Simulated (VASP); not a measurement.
# CdSe (F-43m) in VASP: dielectric tensor with r2SCAN

Aim: the dielectric tensor of CdSe with r2SCAN.

All numbers are computed with VASP 6.6.1; they aren't measurements. Logs are shortened: lines on timing, memory, paths and dates and some standing lists are left out, and cuts for length are marked.

### 1 The cell of the first run

Symmetry: F-43m, No. 216, cubic system. Conventional cell: a = 6.136 Å, b = 6.136 Å, c = 6.136 Å, α = 90.00°, β = 90.00°, γ = 90.00°. Within 3.5 Å of Cd (site symmetry -43m) lie 4 Se at 2.66 Å. Se (site symmetry -43m) has 4 Cd at 2.66 Å within 3.5 Å.

### 2 Dielectric tensor, r2SCAN

INCAR reads:

```
SYSTEM = CdSe
PREC = Accurate ; ENCUT = 520
EDIFF = 1E-8 ; ISMEAR = 0
SIGMA = 0.01 ; LREAL = .FALSE.
LASPH = .TRUE. ; NELM = 100
ALGO = Normal ; ISIF = 2
LWAVE = .FALSE. ; LCHARG = .FALSE.
METAGGA = R2SCAN ; LMIXTAU = .TRUE.
LCALCEPS = .TRUE.
```

KPOINTS reads:

```
Automatic mesh
0
G
  6 6 6
  0 0 0
```

POSCAR reads:

```
CdSe
1.0
    0.0000000000      3.0677809692      3.0677809692
    3.0677809692      0.0000000000      3.0677809692
    3.0677809692      3.0677809692      0.0000000000
Cd Se
1 1
Direct
    0.0000000000      0.0000000000      0.0000000000
    0.2500000000      0.2500000000      0.2500000000
```

Potentials or basis: VASP PAW PBE potentials, release 64 (Cd, Se).

The run is started by

```bash
cat potpaw_PBE.64/Cd/POTCAR potpaw_PBE.64/Se/POTCAR > POTCAR
mpirun -np 1 vasp_std > vasp.out
```

OUTCAR:

```text
SYSTEM = CdSe
   PREC = Accurate
   ENCUT = 520
   EDIFF = 1E-8
   ISMEAR = 0
   LREAL = .FALSE.
   LASPH = .TRUE.
   NELM = 100
   ISIF = 2
   METAGGA = R2SCAN

 ion  position               nearest neighbor table
   1  0.000  0.000  0.000-   2 2.66   2 2.66   2 2.66   2 2.66
   2  0.250  0.250  0.250-   1 2.66   1 2.66   1 2.66   1 2.66

  LATTYP: Found a face centered cubic cell.
 ALAT       =     6.1355619384

  Lattice vectors:

 A1 = (   0.0000000000,   3.0677809692,   3.0677809692)
 A2 = (   3.0677809692,   0.0000000000,   3.0677809692)
 A3 = (   3.0677809692,   3.0677809692,   0.0000000000)

Analysis of symmetry for initial positions (statically):
=====================================================================
 Subroutine PRICEL returns:
 Original cell was already a primitive cell.

 Routine SETGRP: Setting up the symmetry group for a
 face centered cubic supercell.

 Subroutine GETGRP returns: Found 24 space group operations
 (whereof 24 operations were pure point group operations)
 out of a pool of 48 trial point group operations.

The static configuration has the point symmetry T_d .

Analysis of symmetry for dynamics (positions and initial velocities):
=====================================================================
 Subroutine PRICEL returns:
 Original cell was already a primitive cell.

 Routine SETGRP: Setting up the symmetry group for a
 face centered cubic supercell.

 Subroutine GETGRP returns: Found 24 space group operations
 (whereof 24 operations were pure point group operations)
 out of a pool of 48 trial point group operations.

The dynamic configuration has the point symmetry T_d .

 Subroutine INISYM returns: Found 24 space group operations
 (whereof 24 operations are pure point group operations),
 and found     1 'primitive' translations

----------------------------------------------------------------------------------------

                                     Primitive cell

  volume of cell :      57.7435

  direct lattice vectors                    reciprocal lattice vectors
     0.000000000  3.067780969  3.067780969    -0.162984256  0.162984256  0.162984256
     3.067780969  0.000000000  3.067780969     0.162984256 -0.162984256  0.162984256
     3.067780969  3.067780969  0.000000000     0.162984256  0.162984256 -0.162984256

  length of vectors
     4.338497453  4.338497453  4.338497453     0.282297013  0.282297013  0.282297013

  position of ions in fractional coordinates (direct lattice)
     0.000000000  0.000000000  0.000000000
     0.250000000  0.250000000  0.250000000

  ion indices of the primitive-cell ions
   primitive index   ion index
                 1           1
                 2           2

----------------------------------------------------------------------------------------

 KPOINTS: Automatic mesh

Automatic generation of k-mesh.
 Grid dimensions read from file:
 generate k-points for:    6    6    6

 Generating k-lattice:

  Cartesian coordinates                     Fractional coordinates (reciprocal lattice)
    -0.027164043  0.027164043  0.027164043     0.166666667  0.000000000  0.000000000
     0.027164043 -0.027164043  0.027164043     0.000000000  0.166666667  0.000000000
     0.027164043  0.027164043 -0.027164043     0.000000000  0.000000000  0.166666667

  Length of vectors
     0.047049502  0.047049502  0.047049502

  Shift w.r.t. Gamma in fractional coordinates (k-lattice)
     0.000000000  0.000000000  0.000000000

 Subroutine IBZKPT returns following result:
 ===========================================

 Found     16 irreducible k-points:

 Following reciprocal coordinates:
            Coordinates               Weight
  0.000000  0.000000  0.000000      1.000000
  0.166667  0.000000  0.000000      8.000000
  0.333333  0.000000  0.000000      8.000000
  0.500000  0.000000  0.000000      4.000000
  0.166667  0.166667  0.000000      6.000000
  0.333333  0.166667  0.000000     24.000000
[... 8 lines left out ...]
 -0.333333  0.333333  0.166667     24.000000
 -0.333333  0.500000  0.166667     12.000000
   k-points           NKPTS =     16   k-points in BZ     NKDIM =     16   number of bands    NBANDS=     13
   number of dos      NEDOS =    301   number of ions     NIONS =      2
   total plane-waves  NPLWV =  32768
   dimension x,y,z NGX =    32 NGY =   32 NGZ =   32
   dimension x,y,z NGXF=    64 NGYF=   64 NGZF=   64
   ions per type =               1   1
   NGX,Y,Z   is equivalent  to a cutoff of  12.26, 12.26, 12.26 a.u.
   NGXF,Y,Z  is equivalent  to a cutoff of  24.52, 24.52, 24.52 a.u.
 SYSTEM =  CdSe
   PREC   = accura    normal or accurate (medium, high low for compatibility)
   ISTART =      0    job   : 0-new  1-cont  2-samecut
   ICHARG =      2    charge: 1-file 2-atom 10-const
   ISPIN  =      1    spin polarized calculation?
   LNONCOLLINEAR =      F non collinear calculations
   LSORBIT =      F    spin-orbit coupling
   LASPH  =      T    aspherical Exc in radial PAW
   ENCUT  =  520.0 eV  38.22 Ry    6.18 a.u.   8.07  8.07  8.07*2*pi/ulx,y,z
   NELM   =    100;   NELMIN=  2; NELMDL= -5     # of ELM steps
   EDIFF  = 0.1E-07   stopping-criterion for ELM
   LREAL  =      F    real-space projection
   EDIFFG = 0.1E-06   stopping-criterion for IOM
   NSW    =      0    number of steps for IOM
   IBRION =     -1    ionic relax: 0-MD 1-quasi-New 2-CG
   NFREE  =      0    steps in history (QN), initial steepest desc. (CG)
   ISIF   =      2    stress and relaxation
   ISYM   =      2    0-nonsym 1-usesym 2-fastsym
   POTIM  = 0.5000    time-step for ionic-motion
   TEBEG  =    0.0;   TEEND  =   0.0 temperature during run
   PSTRESS=    0.0 pullay stress
   NELECT =      18.0000    total number of electrons
   NUPDOWN=      -1.0000    fix difference up-down
   EMIN   =  10.00;   EMAX   =-10.00  energy-range for DOS
   EFERMI =   0.00;   METHOD = LEGACY
   ISMEAR =     0;   SIGMA  =   0.01  broadening in eV -4-tet -1-fermi 0-gaus
   EFERMI_NEDOS =   21; number of points for ismear=-14 and -15
   IALGO  =     38    algorithm
   IMIX   =      4    mixing-type and parameters
     AMIX     =   0.40;   BMIX     =  1.00
     AMIX_MAG =   1.60;   BMIX_MAG =  1.00
  volume/ion in A,a.u.               =      28.87       194.84
  Fermi-wavevector in a.u.,A,eV,Ry     =   1.110021  2.097636 16.764382  1.232147
  Thomas-Fermi vector in A             =   2.246568
   LORBIT       =      0    0 simple, 1 ext, 2 COOP (PROOUT), +10 PAW based schemes
   METAGGA = R2SCAN    functional components
   LHFCALC =     F    Hartree Fock is set to
   AEXX    =    0.0000 exact exchange contribution
   IVDW    =     0    specifies the selected vdW correction
   LEPSILON=     F    determine dielectric tensor
   LRPA    =     F    only Hartree local field effects (RPA)
   LRPA       =     F
 non-spin polarized calculation
 Gauss-broadening in eV      SIGMA  =   0.01
  energy-cutoff  :      520.00
  volume of cell :       57.74
 maximum number of plane-waves:      1588
   NGX = 17   NGY = 17   NGZ = 17

 number of electron      18.0000008 magnetization

 Free energy of the ion-electron system (eV)
  ---------------------------------------------------
  ext. energy  EPLUGINS =         0.00000000
  ---------------------------------------------------
  free energy    TOTEN  =       -35.91321150 eV

  energy without entropy =      -35.91321150  energy(sigma->0) =      -35.91321150

 E-fermi :   0.4829     XC(G=0):  -9.3023

 val. band max:        0.4411162286   @ k =   0.0000   0.0000   0.0000
 cond. band min:   10000.0000000000   @ k =   0.0000   0.0000   0.0000
 fundamental gap:   9999.5588837714
 Fermi energy:         0.4829481003

 k-point     1 :       0.0000    0.0000    0.0000
  band No.  band energies     occupation
      1     -12.4302      2.00000
      2      -7.6451      2.00000
      3      -7.6445      2.00000
      4      -7.6439      2.00000
      5      -7.2721      2.00000
      6      -7.2721      2.00000
      7       0.4402      2.00000
      8       0.4409      2.00000
      9       0.4411      2.00000
     10   10000.0000      0.00000
     11   10000.0000      0.00000
     12   10000.0000      0.00000
     13   10000.0000      0.00000
[... 353 lines left out ...]
 k-point    24 :       0.0000    0.3333    0.1667
  band No.  band energies     occupation
      1     -12.1647      2.00000
      2      -7.5521      2.00000
      3      -7.5317      2.00000
      4      -7.3791      2.00000
      5      -7.2463      2.00000
      6      -7.2457      2.00000
      7      -2.4952      2.00000
      8      -0.5571      2.00000
      9      -0.4887      2.00000
     10   10000.0000      0.00000
     11   10000.0000      0.00000
     12   10000.0000      0.00000
     13   10000.0000      0.00000

 [... further k-points ...]

------------------------ aborting loop because EDIFF is reached ----------------------------------------

            Ionic dipole moment: p[ion]=(     9.20334     9.20334     9.20334 ) |e| Angst

 Total electronic dipole moment: p[elc]=(     0.01363     0.01363     0.03076 ) |e| Angst

 MACROSCOPIC STATIC DIELECTRIC TENSOR (including local field effects)
 ------------------------------------------------------
           6.373503    -0.000000    -0.000000
           0.000000     6.373503    -0.000000
          -0.000000     0.000000     6.373503
 ------------------------------------------------------

 PIEZOELECTRIC TENSOR (including local field effects) (e Angst)
          XX          YY          ZZ          XY          YZ          ZX
  --------------------------------------------------------------------------------
  x    -0.00000     0.00000     0.00000     0.00000    -2.29131     0.00000
  y    -0.00000    -0.00000    -0.00000     0.00000     0.00000    -2.29131
  z    -0.00000    -0.00000     0.00000    -2.29131     0.00000     0.00000

 PIEZOELECTRIC TENSOR (including local field effects) (C/m^2)
          XX          YY          ZZ          XY          YZ          ZX
  --------------------------------------------------------------------------------
  x    -0.00000     0.00000     0.00000     0.00000    -0.63576     0.00000
  y    -0.00000    -0.00000    -0.00000     0.00000     0.00000    -0.63576
  z    -0.00000    -0.00000     0.00000    -0.63576     0.00000     0.00000

 BORN EFFECTIVE CHARGES (including local field effects) (in |e|, cummulative output)
 ---------------------------------------------------------------------------------
 ion    1
    1     2.25831    -0.00000     0.00000
    2    -0.00000     2.25831    -0.00000
    3     0.00000     0.00000     2.25831
 ion    2
    1    -2.25831     0.00000     0.00000
    2     0.00000    -2.25831     0.00000
    3    -0.00000    -0.00000    -2.25831

  FORCE on cell =-STRESS in cart. coord.  units (eV):
  Direction    XX          YY          ZZ          XY          YZ          ZX
  --------------------------------------------------------------------------------------
  -------------------------------------------------------------------------------------
  Total        0.0717493      0.0717493      0.0717493      0.0000000      0.0000000      0.0000000
  in kB        1.9907896      1.9907896      1.9907896      0.0000000      0.0000000      0.0000000
  external PRESSURE =       1.9907896 kB  Pullay stress =       0.0000000 kB

 VOLUME and BASIS-vectors are now :
 -----------------------------------------------------------------------------
  energy-cutoff  :      520.00
  volume of cell :       57.74
      direct lattice vectors                 reciprocal lattice vectors
     0.000000000  3.067780969  3.067780969    -0.162984256  0.162984256  0.162984256
     3.067780969  0.000000000  3.067780969     0.162984256 -0.162984256  0.162984256
     3.067780969  3.067780969  0.000000000     0.162984256  0.162984256 -0.162984256

 POSITION                                       TOTAL-FORCE (eV/Angst)
 -----------------------------------------------------------------------------------
      0.00000      0.00000      0.00000        -0.000000     -0.000000     -0.000000
      1.53389      1.53389      1.53389         0.000000      0.000000      0.000000
 -----------------------------------------------------------------------------------
    total drift:                               -0.000004     -0.000004     -0.000004

  FREE ENERGIE OF THE ION-ELECTRON SYSTEM (eV)
  ---------------------------------------------------
  free  energy   TOTEN  =       -35.9132115040 eV

  energy  without entropy=      -35.9132115040  energy(sigma->0) =      -35.91321150
```

Run time: 19 min. Hardware: 1 thread of Intel Xeon 6975P-C (Granite Rapids), shared host; peak memory 0.38 GiB.

What came out:

```
Band gap on the k mesh                  : 1.03 eV, direct
Electronic dielectric tensor (diagonal) : 6.37
Born charges (mean of the diagonal)     : Cd +2.26; Se -2.26 e
```

Electronic dielectric tensor:
```
6.37 0.00 0.00
0.00 6.37 0.00
0.00 0.00 6.37
```

Born effective charge tensors (e):
atom 1, Cd
```
2.26 0.00 0.00
0.00 2.26 0.00
0.00 0.00 2.26
```
atom 2, Se
```
-2.26  0.00  0.00
 0.00 -2.26  0.00
 0.00  0.00 -2.26
```

Dipole moments of the cell (e·Å, modulo the quantum): ionic 9.203, 9.203, 9.203; electronic 0.014, 0.014, 0.031

Caveat: the PAW data sets were made with another functional, which shifts forces and pressure a little.
